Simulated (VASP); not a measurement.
# Rb (I4/mmm) in VASP: further runs

Runs on Rb. Level: PBE. Tasks: single point.

Everything below comes from runs of VASP 6.6.1. Logs are shortened: lines on timing, memory, paths and dates and some standing lists are left out, and cuts for length are marked.

### Step 1. The cell of the first run

It takes space group I4/mmm (No. 139, tetragonal). Conventional cell: a = 5.909 Å, b = 5.909 Å, c = 5.462 Å, α = 90.00°, β = 90.00°, γ = 90.00°.

### Step 2. Single point, PBE

INCAR

```
PREC     = Accurate       # precision mode
ENCUT    = 520            # plane-wave cutoff, eV
EDIFF    = 1E-7           # SCF threshold, eV
ISMEAR   = 0              # smearing method
SIGMA    = 0.1            # smearing width, eV
LREAL    = F              # projectors in reciprocal space
LASPH    = T              # aspherical terms in the spheres
NELM     = 60             # most SCF steps
ALGO     = Normal         # electronic algorithm
ISIF     = 2              # what is computed and relaxed
LWAVE    = F              # write WAVECAR
LCHARG   = T              # write CHGCAR
GGA      = PE             # functional
LELF     = T              # ELF
LVHAR    = T            
NBANDS   = 10             # bands
```

KPOINTS

```
Automatic mesh
0
Gamma
  4 4 4
```

POSCAR

```
Rb
1.0
   -2.9545118615      2.9545118615      2.7308451955
    2.9545118615     -2.9545118615      2.7308451955
    2.9545118615      2.9545118615     -2.7308451955
Rb
1
Direct
    0.0000000000      0.0000000000      0.0000000000
```

Potentials or basis: VASP PAW PBE potentials, release 64 (Rb_sv).

The run is started by

```bash
$ cat potpaw_PBE.64/Rb_sv/POTCAR > POTCAR
$ mpirun -np 1 vasp_std > vasp.out
```

OUTCAR:

```text
PREC = Accurate
   ENCUT = 520
   EDIFF = 1E-7
   ISMEAR = 0
   LREAL = F
   LASPH = T
   NELM = 60
   ISIF = 2
   GGA = PE

 ion  position               nearest neighbor table
   1  0.000  0.000  0.000-

  LATTYP: Found a body centered tetragonal cell.
 ALAT       =     5.9090237230
 C/A-ratio  =     0.9242965754

  Lattice vectors:

 A1 = (  -2.9545118615,   2.9545118615,   2.7308451955)
 A2 = (   2.9545118615,  -2.9545118615,   2.7308451955)
 A3 = (   2.9545118615,   2.9545118615,  -2.7308451955)

Analysis of symmetry for initial positions (statically):
=====================================================================
 Subroutine PRICEL returns:
 Original cell was already a primitive cell.

 Routine SETGRP: Setting up the symmetry group for a
 body centered tetragonal supercell.

 Subroutine GETGRP returns: Found 16 space group operations
 (whereof 16 operations were pure point group operations)
 out of a pool of 16 trial point group operations.

The static configuration has the point symmetry D_4h.

Analysis of symmetry for dynamics (positions and initial velocities):
=====================================================================
 Subroutine PRICEL returns:
 Original cell was already a primitive cell.

 Routine SETGRP: Setting up the symmetry group for a
 body centered tetragonal supercell.

 Subroutine GETGRP returns: Found 16 space group operations
 (whereof 16 operations were pure point group operations)
 out of a pool of 16 trial point group operations.

The dynamic configuration has the point symmetry D_4h.

 Subroutine INISYM returns: Found 16 space group operations
 (whereof 16 operations are pure point group operations),
 and found     1 'primitive' translations

----------------------------------------------------------------------------------------

                                     Primitive cell

  volume of cell :      95.3517

  direct lattice vectors                    reciprocal lattice vectors
    -2.954511861  2.954511861  2.730845196     0.000000000  0.169232693  0.183093498
     2.954511861 -2.954511861  2.730845196     0.169232693  0.000000000  0.183093498
     2.954511861  2.954511861 -2.730845196     0.169232693  0.169232693  0.000000000

  length of vectors
     4.991572514  4.991572514  4.991572514     0.249324956  0.249324956  0.239331170

  position of ions in fractional coordinates (direct lattice)
     0.000000000  0.000000000  0.000000000

  ion indices of the primitive-cell ions
   primitive index   ion index
                 1           1

----------------------------------------------------------------------------------------

 KPOINTS: Automatic mesh

Automatic generation of k-mesh.
 Grid dimensions read from file:
 generate k-points for:    4    4    4

 Generating k-lattice:

  Cartesian coordinates                     Fractional coordinates (reciprocal lattice)
     0.000000000  0.042308173  0.045773375     0.250000000 -0.000000000  0.000000000
     0.042308173  0.000000000  0.045773375    -0.000000000  0.250000000  0.000000000
     0.042308173  0.042308173  0.000000000     0.000000000  0.000000000  0.250000000

  Length of vectors
     0.062331239  0.062331239  0.059832793

  Shift w.r.t. Gamma in fractional coordinates (k-lattice)
     0.000000000  0.000000000  0.000000000

 Subroutine IBZKPT returns following result:
 ===========================================

 Found     13 irreducible k-points:

 Following reciprocal coordinates:
            Coordinates               Weight
  0.000000  0.000000  0.000000      1.000000
  0.250000 -0.000000  0.000000      8.000000
  0.500000 -0.000000  0.000000      4.000000
  0.250000  0.250000  0.000000      8.000000
  0.500000  0.250000  0.000000     16.000000
 -0.250000  0.250000  0.000000      4.000000
  0.500000  0.500000  0.000000      2.000000
  0.250000  0.250000  0.250000      2.000000
 -0.250000  0.250000  0.250000      4.000000
  0.500000  0.500000  0.250000      4.000000
 -0.250000  0.500000  0.250000      8.000000
 -0.250000 -0.250000  0.250000      2.000000
  0.500000  0.500000  0.500000      1.000000
   k-points           NKPTS =     13   k-points in BZ     NKDIM =     13   number of bands    NBANDS=     10
   number of dos      NEDOS =    301   number of ions     NIONS =      1
   total plane-waves  NPLWV =  64000
   dimension x,y,z NGX =    40 NGY =   40 NGZ =   40
   dimension x,y,z NGXF=    80 NGYF=   80 NGZF=   80
   ions per type =               1
   NGX,Y,Z   is equivalent  to a cutoff of  13.32, 13.32, 13.32 a.u.
   NGXF,Y,Z  is equivalent  to a cutoff of  26.64, 26.64, 26.64 a.u.
 SYSTEM =  unknown system
   PREC   = accura    normal or accurate (medium, high low for compatibility)
   ISTART =      0    job   : 0-new  1-cont  2-samecut
   ICHARG =      2    charge: 1-file 2-atom 10-const
   ISPIN  =      1    spin polarized calculation?
   LNONCOLLINEAR =      F non collinear calculations
   LSORBIT =      F    spin-orbit coupling
   LASPH  =      T    aspherical Exc in radial PAW
   ENCUT  =  520.0 eV  38.22 Ry    6.18 a.u.   9.28  9.28  9.28*2*pi/ulx,y,z
   NELM   =     60;   NELMIN=  2; NELMDL= -5     # of ELM steps
   EDIFF  = 0.1E-06   stopping-criterion for ELM
   LREAL  =      F    real-space projection
   EDIFFG = 0.1E-05   stopping-criterion for IOM
   NSW    =      0    number of steps for IOM
   IBRION =     -1    ionic relax: 0-MD 1-quasi-New 2-CG
   NFREE  =      0    steps in history (QN), initial steepest desc. (CG)
   ISIF   =      2    stress and relaxation
   ISYM   =      2    0-nonsym 1-usesym 2-fastsym
   POTIM  = 0.5000    time-step for ionic-motion
   TEBEG  =    0.0;   TEEND  =   0.0 temperature during run
   PSTRESS=    0.0 pullay stress
   NELECT =       9.0000    total number of electrons
   NUPDOWN=      -1.0000    fix difference up-down
   EMIN   =  10.00;   EMAX   =-10.00  energy-range for DOS
   EFERMI =   0.00;   METHOD = LEGACY
   ISMEAR =     0;   SIGMA  =   0.10  broadening in eV -4-tet -1-fermi 0-gaus
   EFERMI_NEDOS =   21; number of points for ismear=-14 and -15
   IALGO  =     38    algorithm
   IMIX   =      4    mixing-type and parameters
     AMIX     =   0.40;   BMIX     =  1.00
     AMIX_MAG =   1.60;   BMIX_MAG =  1.00
  volume/ion in A,a.u.               =      95.35       643.47
  Fermi-wavevector in a.u.,A,eV,Ry     =   0.745383  1.408570  7.559340  0.555596
  Thomas-Fermi vector in A             =   1.840957
   LORBIT       =      0    0 simple, 1 ext, 2 COOP (PROOUT), +10 PAW based schemes
   GGA     = PE    functional components
   LHFCALC =     F    Hartree Fock is set to
   AEXX    =    0.0000 exact exchange contribution
   IVDW    =     0    specifies the selected vdW correction
   LEPSILON=     F    determine dielectric tensor
   LRPA    =     F    only Hartree local field effects (RPA)
 non-spin polarized calculation
 Gauss-broadening in eV      SIGMA  =   0.10
  energy-cutoff  :      520.00
  volume of cell :       95.35
 maximum number of plane-waves:      2582
 NGX is ok and might be reduce to    40
   NGX = 19   NGY = 19   NGZ = 19

 number of electron       9.0000000 magnetization

 Free energy of the ion-electron system (eV)
  ---------------------------------------------------
  ext. energy  EPLUGINS =         0.00000000
  ---------------------------------------------------
  free energy    TOTEN  =        -0.88799077 eV

  energy without entropy =       -0.87315089  energy(sigma->0) =       -0.88057083

 E-fermi :  -0.1038     XC(G=0):  -5.3558

 val. band max:       -0.1518960939   @ k =   0.5000   0.2500   0.0000
 cond. band min:      -0.0204318265   @ k =   0.2500   0.2500   0.0000
 fundamental gap:      0.1314642674
 Fermi energy:        -0.1038437535

 k-point     1 :       0.0000    0.0000    0.0000
  band No.  band energies     occupation
      1     -29.0178      2.00000
      2     -13.0647      2.00000
      3     -13.0647      2.00000
      4     -13.0643      2.00000
      5      -2.0012      2.00000
      6       3.2951      0.00000
      7       3.6974      0.00000
      8       3.6974      0.00000
      9       4.1699      0.00000
     10       4.7175      0.00000

 k-point     2 :       0.2500   -0.0000    0.0000
  band No.  band energies     occupation
      1     -29.0161      2.00000
      2     -13.1054      2.00000
      3     -13.0789      2.00000
      4     -13.0659      2.00000
      5      -1.2997      2.00000
      6       2.4224      0.00000
      7       2.7918      0.00000
      8       4.0995      0.00000
      9       4.2842      0.00000
     10       4.3960      0.00000

 k-point     3 :       0.5000   -0.0000    0.0000
  band No.  band energies     occupation
      1     -29.0144      2.00000
      2     -13.1454      2.00000
      3     -13.0931      2.00000
      4     -13.0673      2.00000
      5       0.2121      0.00001
      6       0.7231      0.00000
      7       2.3595      0.00000
      8       4.1020      0.00000
      9       4.8312      0.00000
     10       5.2084      0.00000

 k-point     4 :       0.2500    0.2500    0.0000
  band No.  band energies     occupation
      1     -29.0144      2.00000
      2     -13.1322      2.00000
      3     -13.0979      2.00000
      4     -13.0759      2.00000
      5      -0.0204      0.23815
      6       1.4693      0.00000
      7       1.8570      0.00000
      8       3.9266      0.00000
      9       4.1714      0.00000
     10       5.2405      0.00000

 k-point     5 :       0.5000    0.2500    0.0000
  band No.  band energies     occupation
      1     -29.0145      2.00000
      2     -13.1298      2.00000
      3     -13.0988      2.00000
      4     -13.0723      2.00000
      5      -0.1519      1.50322
      6       1.4758      0.00000
      7       1.9435      0.00000
      8       3.9459      0.00000
      9       4.2955      0.00000
     10       4.9895      0.00000

 k-point     6 :      -0.2500    0.2500    0.0000
  band No.  band energies     occupation
      1     -29.0162      2.00000
      2     -13.1057      2.00000
      3     -13.0761      2.00000
      4     -13.0633      2.00000
      5      -1.3550      2.00000
      6       2.2086      0.00000
      7       3.1482      0.00000
      8       3.9973      0.00000
      9       4.3360      0.00000
     10       4.5112      0.00000

 k-point     7 :       0.5000    0.5000    0.0000
  band No.  band energies     occupation
      1     -29.0146      2.00000
      2     -13.1459      2.00000
      3     -13.0878      2.00000
      4     -13.0619      2.00000
      5       0.0586      0.02163
      6       0.5467      0.00000
      7       2.7765      0.00000
      8       3.8996      0.00000
      9       4.8500      0.00000
     10       5.2133      0.00000

 k-point     8 :       0.2500    0.2500    0.2500
  band No.  band energies     occupation
      1     -29.0143      2.00000
      2     -13.1095      2.00000
      3     -13.1020      2.00000
      4     -13.1020      2.00000
      5       1.1748      0.00000
      6       1.1748      0.00000
      7       1.2441      0.00000
      8       2.3551      0.00000
      9       5.0121      0.00000
     10       5.3409      0.00000

 k-point     9 :      -0.2500    0.2500    0.2500
  band No.  band energies     occupation
      1     -29.0147      2.00000
      2     -13.1052      2.00000
      3     -13.0950      2.00000
      4     -13.0885      2.00000
      5      -0.7489      2.00000
      6       2.2140      0.00000
      7       2.7299      0.00000
      8       3.2458      0.00000
      9       4.0951      0.00000
     10       4.4864      0.00000

 k-point    10 :       0.5000    0.5000    0.2500
  band No.  band energies     occupation
      1     -29.0133      2.00000
      2     -13.1362      2.00000
      3     -13.1009      2.00000
      4     -13.0945      2.00000
      5       0.7138      0.00000
      6       0.7491      0.00000
      7       2.6041      0.00000
      8       3.1404      0.00000
      9       3.7983      0.00000
     10       5.4892      0.00000

 k-point    11 :      -0.2500    0.5000    0.2500
  band No.  band energies     occupation
      1     -29.0131      2.00000
      2     -13.1328      2.00000
      3     -13.1099      2.00000
      4     -13.0941      2.00000
      5       0.7650      0.00000
      6       1.0261      0.00000
      7       2.4736      0.00000
      8       2.5821      0.00000
      9       4.1715      0.00000
     10       5.5033      0.00000

 k-point    12 :      -0.2500   -0.2500    0.2500
  band No.  band energies     occupation
      1     -29.0145      2.00000
      2     -13.1114      2.00000
      3     -13.0938      2.00000
      4     -13.0938      2.00000
      5      -0.5512      2.00000
      6       2.2566      0.00000
      7       2.7484      0.00000
      8       2.7484      0.00000
      9       4.2638      0.00000
     10       4.5101      0.00000

 k-point    13 :       0.5000    0.5000    0.5000
  band No.  band energies     occupation
      1     -29.0119      2.00000
      2     -13.1265      2.00000
      3     -13.1265      2.00000
      4     -13.1139      2.00000
      5       1.0988      0.00000
      6       1.2820      0.00000
      7       2.7979      0.00000
      8       2.7979      0.00000
      9       3.5646      0.00000
     10       4.4727      0.00000

------------------------ aborting loop because EDIFF is reached ----------------------------------------

  FORCE on cell =-STRESS in cart. coord.  units (eV):
  Direction    XX          YY          ZZ          XY          YZ          ZX
  --------------------------------------------------------------------------------------
  -------------------------------------------------------------------------------------
  Total        0.0132216      0.0132216     -0.1099867      0.0000000      0.0000000     -0.0000000
  in kB        0.2221594      0.2221594     -1.8480867      0.0000000      0.0000000     -0.0000000
  external PRESSURE =      -0.4679226 kB  Pullay stress =       0.0000000 kB

 VOLUME and BASIS-vectors are now :
 -----------------------------------------------------------------------------
  energy-cutoff  :      520.00
  volume of cell :       95.35
      direct lattice vectors                 reciprocal lattice vectors
    -2.954511861  2.954511861  2.730845196     0.000000000  0.169232693  0.183093498
     2.954511861 -2.954511861  2.730845196     0.169232693  0.000000000  0.183093498
     2.954511861  2.954511861 -2.730845196     0.169232693  0.169232693  0.000000000

 POSITION                                       TOTAL-FORCE (eV/Angst)
 -----------------------------------------------------------------------------------
      0.00000      0.00000      0.00000         0.000000     -0.000000      0.000000
 -----------------------------------------------------------------------------------
    total drift:                               -0.000000      0.000000     -0.000000

  FREE ENERGIE OF THE ION-ELECTRON SYSTEM (eV)
  ---------------------------------------------------
  free  energy   TOTEN  =        -0.8879907660 eV

  energy  without entropy=       -0.8731508905  energy(sigma->0) =       -0.88057083
```

Run time: 7.3 s. Hardware: 1 thread of Intel Xeon 6975P-C (Granite Rapids), shared host; peak memory 0.22 GiB.

Results:

```yaml
Free_energy: -0.8880 eV
Pressure: 0.0 GPa
```

Stress tensor (GPa, compression positive):
```
 0.02  0.00  0.00
 0.00  0.02  0.00
 0.00  0.00 -0.18
```

Caveat: the k points lie up to 0.39 Å⁻¹ apart.

### Step 3. Single point, PBE (volume scaled by 0.88, then relaxed in part)

INCAR

```
SYSTEM = Rb
PREC = Accurate
ENCUT = 520
EDIFF = 1E-7
ISMEAR = 0
SIGMA = 0.1
LREAL = .False.
LASPH = .True.
NELM = 100
ALGO = Fast
ISIF = 2
LWAVE = .False.
LCHARG = .True.
GGA = PE
LELF = .True.
LVHAR = .True.
NBANDS = 10
```

KPOINTS

```
Automatic mesh
0
Gamma
  10 10 10
  0 0 0
```

POSCAR

```
Rb
1.0
   -2.7832859632      2.7832859632      2.5850445306
    2.7832859632     -2.7832859632      2.5850445306
    2.7832859632      2.7832859632     -2.5850445306
Rb
1
Direct
    0.0000000000      0.0000000000      0.0000000000
```

Potentials or basis: VASP PAW PBE potentials, release 64 (Rb_sv).

The run is started by

```bash
$ cat potpaw_PBE.64/Rb_sv/POTCAR > POTCAR
$ mpirun -np 1 vasp_std > vasp.out
```

Run time: 64 s. Hardware: 1 thread of Intel Xeon 6975P-C, shared host; peak memory 0.25 GiB.

The run converged. Its results:

| Property | Result |
| --- | --- |
| Free energy | -0.9214 eV |
| Pressure | 0.5 GPa |

Levels at points of the mesh, in eV from the Fermi level:
```
           k point  band 2  band 3  band 4  band 5  band 6  band 7
(0.00, 0.00, 0.00)  -12.87  -12.87  -12.87   -2.14    3.53    3.96
(0.50, 0.00, 0.00)  -13.02  -12.92  -12.87    0.25    0.96    2.47
(0.50, 0.50, 0.00)  -13.02  -12.91  -12.86    0.13    0.76    2.91
(0.50, 0.50, 0.50)  -12.98  -12.98  -12.96    1.06    1.26    3.35
```
